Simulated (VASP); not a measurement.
# Se (P3_121) in VASP: notebook

Runs on Se. Level: PBE. Tasks: single point.

Program: VASP 6.6.1. These are calculated values, not measurements. Logs are shortened: lines on timing, memory, paths and dates and some standing lists are left out, and cuts for length are marked.

## 1. The cell of the first run

Symmetry: P3_121, No. 152, trigonal system. Conventional cell: a = 4.366 Å, b = 4.366 Å, c = 4.904 Å, α = 90.00°, β = 90.00°, γ = 120.00°. Within 3.1 Å of Se (site symmetry 2) lie 2 Se at 2.36 Å.

## 2. Single point, PBE

Input file INCAR:

```
SYSTEM = Se
PREC = Accurate
ENCUT = 520
EDIFF = 1E-6
ISMEAR = -1
SIGMA = 0.05
LREAL = .FALSE.
LASPH = .TRUE.
NELM = 60
ALGO = Normal
ISIF = 2
LWAVE = .FALSE.
LCHARG = .FALSE.
GGA = PE
NBANDS = 16
```

Input file KPOINTS:

```
regular mesh
0
G
  6 6 5
  0 0 0
```

Input file POSCAR:

```
Se
1.0
    4.3662000000      0.0000000000      0.0000000000
   -2.1831000000      3.7812401180      0.0000000000
    0.0000000000      0.0000000000      4.9040640000
Se
3
Direct
    0.7746000000      0.7746000000      0.0000000000
    0.0000000000      0.2254000000      0.6666666667
    0.2254000000      0.0000000000      0.3333333333
```

Potentials or basis: VASP PAW PBE potentials, release 64 (Se).

Launch:

```console
cat potpaw_PBE.64/Se/POTCAR > POTCAR
mpirun -np 1 vasp_std > vasp.out
```

OUTCAR:

```text
SYSTEM = Se
   PREC = Accurate
   ENCUT = 520
   EDIFF = 1E-6
   ISMEAR = -1
   LREAL = .FALSE.
   LASPH = .TRUE.
   NELM = 60
   ISIF = 2
   GGA = PE

 ion  position               nearest neighbor table
   1  0.775  0.775  0.000-   2 2.36   3 2.36
   2  0.000  0.225  0.667-   1 2.36   3 2.36
   3  0.225  0.000  0.333-   1 2.36   2 2.36

  LATTYP: Found a hexagonal cell.
 ALAT       =     4.3662000000
 C/A-ratio  =     1.1231881270

  Lattice vectors:

 A1 = (   4.3662000000,   0.0000000000,   0.0000000000)
 A2 = (  -2.1831000000,   3.7812401180,   0.0000000000)
 A3 = (   0.0000000000,   0.0000000000,   4.9040640000)

Analysis of symmetry for initial positions (statically):
=====================================================================
 Subroutine PRICEL returns:
 Original cell was already a primitive cell.

 Routine SETGRP: Setting up the symmetry group for a
 hexagonal supercell.

 Subroutine GETGRP returns: Found  6 space group operations
 (whereof  2 operations were pure point group operations)
 out of a pool of 24 trial point group operations.

The static configuration has the point symmetry C_2 .
 The point group associated with its full space group is D_3 .

Analysis of symmetry for dynamics (positions and initial velocities):
=====================================================================
 Subroutine PRICEL returns:
 Original cell was already a primitive cell.

 Routine SETGRP: Setting up the symmetry group for a
 hexagonal supercell.

 Subroutine GETGRP returns: Found  6 space group operations
 (whereof  2 operations were pure point group operations)
 out of a pool of 24 trial point group operations.

The dynamic configuration has the point symmetry C_2 .
 The point group associated with its full space group is D_3 .

 Subroutine INISYM returns: Found  6 space group operations
 (whereof  2 operations are pure point group operations),
 and found     1 'primitive' translations

----------------------------------------------------------------------------------------

                                     Primitive cell

  volume of cell :      80.9644

  direct lattice vectors                    reciprocal lattice vectors
     4.366200000  0.000000000  0.000000000     0.229032110  0.132231751  0.000000000
    -2.183100000  3.781240118  0.000000000     0.000000000  0.264463501  0.000000000
     0.000000000  0.000000000  4.904064000     0.000000000  0.000000000  0.203912510

  length of vectors
     4.366200000  4.366200000  4.904064000     0.264463501  0.264463501  0.203912510

  position of ions in fractional coordinates (direct lattice)
     0.774600000  0.774600000  0.000000000
     0.000000000  0.225400000  0.666666667
     0.225400000  0.000000000  0.333333333

  ion indices of the primitive-cell ions
   primitive index   ion index
                 1           1
                 2           2
                 3           3

----------------------------------------------------------------------------------------

 KPOINTS: regular mesh

Automatic generation of k-mesh.
 Grid dimensions read from file:
 generate k-points for:    6    6    5

 Generating k-lattice:

  Cartesian coordinates                     Fractional coordinates (reciprocal lattice)
     0.038172018  0.022038625  0.000000000     0.166666667  0.000000000  0.000000000
     0.000000000  0.044077250  0.000000000     0.000000000  0.166666667  0.000000000
     0.000000000  0.000000000  0.040782502     0.000000000  0.000000000  0.200000000

  Length of vectors
     0.044077250  0.044077250  0.040782502

  Shift w.r.t. Gamma in fractional coordinates (k-lattice)
     0.000000000  0.000000000  0.000000000

 Subroutine IBZKPT returns following result:
 ===========================================

 Found     27 irreducible k-points:

 Following reciprocal coordinates:
            Coordinates               Weight
  0.000000  0.000000  0.000000      1.000000
  0.166667 -0.000000  0.000000      6.000000
  0.333333 -0.000000  0.000000      6.000000
  0.500000  0.000000  0.000000      3.000000
  0.166667  0.166667  0.000000      6.000000
  0.333333  0.166667  0.000000     12.000000
[... 16 lines left out ...]
  0.500000  0.000000  0.400000      6.000000
  0.166667  0.166667  0.400000     12.000000
 [... further k-points ...]
   k-points           NKPTS =     27   k-points in BZ     NKDIM =     27   number of bands    NBANDS=     16
   number of dos      NEDOS =    301   number of ions     NIONS =      3
   total plane-waves  NPLWV =  36864
   dimension x,y,z NGX =    32 NGY =   32 NGZ =   36
   dimension x,y,z NGXF=    64 NGYF=   64 NGZF=   72
   ions per type =               3
   NGX,Y,Z   is equivalent  to a cutoff of  12.18, 12.18, 12.20 a.u.
   NGXF,Y,Z  is equivalent  to a cutoff of  24.37, 24.37, 24.41 a.u.
 SYSTEM =  Se
   PREC   = accura    normal or accurate (medium, high low for compatibility)
   ISTART =      0    job   : 0-new  1-cont  2-samecut
   ICHARG =      2    charge: 1-file 2-atom 10-const
   ISPIN  =      1    spin polarized calculation?
   LNONCOLLINEAR =      F non collinear calculations
   LSORBIT =      F    spin-orbit coupling
   LASPH  =      T    aspherical Exc in radial PAW
   ENCUT  =  520.0 eV  38.22 Ry    6.18 a.u.   8.12  8.12  9.12*2*pi/ulx,y,z
   NELM   =     60;   NELMIN=  2; NELMDL= -5     # of ELM steps
   EDIFF  = 0.1E-05   stopping-criterion for ELM
   LREAL  =      F    real-space projection
   EDIFFG = 0.1E-04   stopping-criterion for IOM
   NSW    =      0    number of steps for IOM
   IBRION =     -1    ionic relax: 0-MD 1-quasi-New 2-CG
   NFREE  =      0    steps in history (QN), initial steepest desc. (CG)
   ISIF   =      2    stress and relaxation
   ISYM   =      2    0-nonsym 1-usesym 2-fastsym
   POTIM  = 0.5000    time-step for ionic-motion
   TEBEG  =    0.0;   TEEND  =   0.0 temperature during run
   PSTRESS=    0.0 pullay stress
   NELECT =      18.0000    total number of electrons
   NUPDOWN=      -1.0000    fix difference up-down
   EMIN   =  10.00;   EMAX   =-10.00  energy-range for DOS
   EFERMI =   0.00;   METHOD = LEGACY
   ISMEAR =    -1;   SIGMA  =   0.05  broadening in eV -4-tet -1-fermi 0-gaus
   EFERMI_NEDOS =   21; number of points for ismear=-14 and -15
   IALGO  =     38    algorithm
   IMIX   =      4    mixing-type and parameters
     AMIX     =   0.40;   BMIX     =  1.00
     AMIX_MAG =   1.60;   BMIX_MAG =  1.00
  volume/ion in A,a.u.               =      26.99       182.12
  Fermi-wavevector in a.u.,A,eV,Ry     =   0.991747  1.874131 13.382181  0.983563
  Thomas-Fermi vector in A             =   2.123510
   LORBIT       =      0    0 simple, 1 ext, 2 COOP (PROOUT), +10 PAW based schemes
   GGA     = PE    functional components
   LHFCALC =     F    Hartree Fock is set to
   AEXX    =    0.0000 exact exchange contribution
   IVDW    =     0    specifies the selected vdW correction
   LEPSILON=     F    determine dielectric tensor
   LRPA    =     F    only Hartree local field effects (RPA)
 non-spin polarized calculation
  energy-cutoff  :      520.00
  volume of cell :       80.96
 maximum number of plane-waves:      2193
   NGX = 17   NGY = 17   NGZ = 19

 number of electron      18.0000003 magnetization

 Free energy of the ion-electron system (eV)
  ---------------------------------------------------
  ext. energy  EPLUGINS =         0.00000000
  ---------------------------------------------------
  free energy    TOTEN  =       -10.44532682 eV

  energy without entropy =      -10.44532659  energy(sigma->0) =      -10.44532671

 E-fermi :   3.3726     XC(G=0):  -8.8820

 val. band max:        2.6818199736   @ k =  -0.1667   0.5000   0.4000
 cond. band min:       3.9727796671   @ k =   0.0000   0.0000   0.4000
 fundamental gap:      1.2909596935
 Fermi energy:         3.3726202473

 k-point     1 :       0.0000    0.0000    0.0000
  band No.  band energies     occupation
      1     -13.1757      2.00000
      2      -8.9612      2.00000
      3      -8.9612      2.00000
      4      -1.1047      2.00000
      5      -1.1047      2.00000
      6      -1.0659      2.00000
[... 8 lines left out ...]
     15       9.2548      0.00000
     16      11.1571      0.00000

 k-point     2 :       0.1667   -0.0000    0.0000
  band No.  band energies     occupation
      1     -13.0705      2.00000
      2      -9.0634      2.00000
      3      -8.9523      2.00000
      4      -1.8120      2.00000
      5      -1.4217      2.00000
      6      -0.8565      2.00000
[... 8 lines left out ...]
     15      10.1405      0.00000
     16      11.1647      0.00000

 k-point     3 :       0.3333   -0.0000    0.0000
  band No.  band energies     occupation
      1     -12.8325      2.00000
      2      -9.3194      2.00000
      3      -8.9334      2.00000
      4      -2.3193      2.00000
      5      -1.8193      2.00000
      6      -0.8805      2.00000
[... 8 lines left out ...]
     15      11.2880      0.00000
     16      12.2764      0.00000

 k-point     4 :       0.5000    0.0000    0.0000
  band No.  band energies     occupation
      1     -12.6946      2.00000
      2      -9.4778      2.00000
      3      -8.9236      2.00000
      4      -2.4256      2.00000
      5      -1.9869      2.00000
      6      -0.7312      2.00000
[... 8 lines left out ...]
     15      12.3688      0.00000
     16      12.4189      0.00000
[... 324 lines left out ...]
 k-point    22 :       0.0000    0.3333    0.4000
  band No.  band energies     occupation
      1     -12.1109      2.00000
      2     -11.2798      2.00000
      3      -7.5572      2.00000
      4      -2.8731      2.00000
      5      -1.7856      2.00000
      6      -1.1380      2.00000
[... 8 lines left out ...]
     15      10.6739      0.00000
     16      11.7913      0.00000

 k-point    23 :       0.5000    0.0000    0.4000
  band No.  band energies     occupation
      1     -12.0021      2.00000
      2     -11.1882      2.00000
      3      -7.8363      2.00000
      4      -3.1038      2.00000
      5      -1.9243      2.00000
      6      -1.3194      2.00000
[... 8 lines left out ...]
     15      11.8044      0.00000
     16      12.0780      0.00000

 k-point    24 :       0.1667    0.1667    0.4000
  band No.  band energies     occupation
      1     -12.1683      2.00000
      2     -11.3118      2.00000
      3      -7.4403      2.00000
      4      -2.6269      2.00000
      5      -1.7444      2.00000
      6      -1.1390      2.00000
[... 8 lines left out ...]
     15      10.7816      0.00000
     16      11.1680      0.00000

 [... further k-points ...]

------------------------ aborting loop because EDIFF is reached ----------------------------------------

  FORCE on cell =-STRESS in cart. coord.  units (eV):
  Direction    XX          YY          ZZ          XY          YZ          ZX
  --------------------------------------------------------------------------------------
  -------------------------------------------------------------------------------------
  Total        1.4800852      1.4800852      2.7717004      0.0000000      0.0000000      0.0000000
  in kB       29.2889143     29.2889143     54.8482601      0.0000000      0.0000000      0.0000000
  external PRESSURE =      37.8086962 kB  Pullay stress =       0.0000000 kB

 VOLUME and BASIS-vectors are now :
 -----------------------------------------------------------------------------
  energy-cutoff  :      520.00
  volume of cell :       80.96
      direct lattice vectors                 reciprocal lattice vectors
     4.366200000  0.000000000  0.000000000     0.229032110  0.132231751  0.000000000
    -2.183100000  3.781240118  0.000000000     0.000000000  0.264463501  0.000000000
     0.000000000  0.000000000  4.904064000     0.000000000  0.000000000  0.203912510

 POSITION                                       TOTAL-FORCE (eV/Angst)
 -----------------------------------------------------------------------------------
      1.69103      2.92895      0.00000        -0.279818     -0.484659      0.000000
     -0.49207      0.85229      3.26938        -0.279818      0.484659     -0.000000
      0.98414      0.00000      1.63469         0.559636     -0.000000      0.000000
 -----------------------------------------------------------------------------------
    total drift:                               -0.000000     -0.000000     -0.000000

  FREE ENERGIE OF THE ION-ELECTRON SYSTEM (eV)
  ---------------------------------------------------
  free  energy   TOTEN  =       -10.4453268200 eV

  energy  without entropy=      -10.4453265940  energy(sigma->0) =      -10.44532671
```

Run time: 22 s. Hardware: 1 thread of Intel Xeon Platinum 8259CL at 2.50GHz (Skylake/Cascade Lake), shared host; peak memory 0.18 GiB.

What came out:

```
Free energy            : -10.4453 eV
Pressure               : 3.8 GPa
Largest force          : 0.560 eV/Å
Band gap on the k mesh : 1.29 eV, indirect (least direct gap 1.60 eV)
```

Forces on the atoms (eV/Å):
```
Se  -0.280 -0.485  0.000
Se  -0.280  0.485  0.000
Se   0.560  0.000  0.000
```

A k mesh can miss the band edges. As with any semilocal functional, this PBE gap is likely too small.

(Continued in part 2 of 2.)
